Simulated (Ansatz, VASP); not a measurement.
# Rh in VASP and in Ansatz

```
CELL_PARAMETERS angstrom
0.00000 1.90000 1.90000
1.90000 0.00000 1.90000
1.90000 1.90000 0.00000
ATOMIC_POSITIONS crystal
Rh 0.00000 0.00000 0.00000
```

Alike in both runs: task single point; functional r2SCAN; k mesh 16 × 16 × 16; occupations gaussian, width 0.05 eV; no spin polarisation.

```csv
,VASP,Ansatz
version,VASP 6.6.1,Ansatz 0.2.0
potentials or method,"VASP PAW PBE potentials, release 64 (Rh_sv_GW), cutoff 680 eV","scalar-relativistic, plane waves, PAW"
valence electrons in the cell,17,17
```

|  | VASP | Ansatz | Ansatz less VASP |
| --- | --- | --- | --- |
| gap on the k mesh at the Fermi level (eV) | none | none | - |
| pressure (GPa) | 0.1 | 0.0 | -0.06 |

VASP's potentials were made for PBE, not for r2SCAN. A gap of «none» marks a metal or a gap that the smearing closes.
